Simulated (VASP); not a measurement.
Write the native input for VASP 6.6.1 that does the following.

```
Task                   : relaxation of cell and atoms
Functional             : PBE
Potentials or basis    : VASP PAW PBE potentials, release 64 (Tl_d)
Cutoff                 : 600 eV
k mesh                 : 16 × 16 × 9
Occupations            : fermi-dirac, width 0.1 eV
Spin                   : no spin polarisation
Target pressure        : 230 GPa
Dipole correction      : no
Further INCAR settings : ALGO = Normal; EDIFF = 1e-07; IBRION = 2; EDIFFG = -0.005; NSW = 60; ISIF = 3
```

The structure of Tl lies in POSCAR:

```
Tl
1.0
    2.6811186885      0.0000000000      0.0000000000
   -1.3405593443      2.3219168948      0.0000000000
    0.0000000000      0.0000000000      4.3434122754
Tl
2
Direct
    0.3333333333      0.6666666667      0.2500000000
    0.6666666667      0.3333333333      0.7500000000
```

One way to write it, as run:

INCAR

```
  PREC = Accurate
  ENCUT = 600
  EDIFF = 1E-7
  ISMEAR = -1
  SIGMA = 0.1
  LREAL = F
  LASPH = T
  NELM = 100
  ALGO = Normal
  ISIF = 3
  LWAVE = F
  LCHARG = F
  GGA = PE
  IBRION = 2
  NSW = 60
  EDIFFG = -0.005
  PSTRESS = 2300.0
```

KPOINTS

```
regular mesh
0
Gamma
  16 16 9
```

Potentials or basis: VASP PAW PBE potentials, release 64 (Tl_d).

Command:

```bash
$ cat potpaw_PBE.64/Tl_d/POTCAR > POTCAR
$ mpirun -np 1 vasp_std > vasp.out
```

Results of the run:

```yaml
Relaxed_volume: 13.44 Å³/atom
Relaxed_cell: a = 2.663 Å, b = 2.663 Å, c = 4.377 Å, α = 90.00°, β = 90.00°, γ = 120.00°
Space_group_after_relaxing_to_0.1_Å: P6_3/mmc (No. 194)
Energy_change_on_relaxing_the_run_minimises_the_enthalpy: +111.4 meV/atom
Ionic_steps: 8
Pressure_after_relaxing: 230.0 GPa
Band_gap_on_the_k_mesh: zero (bands 13 and 14 overlap by 8.07 eV)
```

Caveat: the cell is relaxed towards a set pressure, so the run minimises the enthalpy, not the energy; spin-orbit coupling is left out, which moves the levels of the heavy elements.

Run time: 2.5 min on 1 thread of Intel(R) Xeon(R) Platinum 8559C (Emerald Rapids) (shared host), peak memory 0.22 GiB.
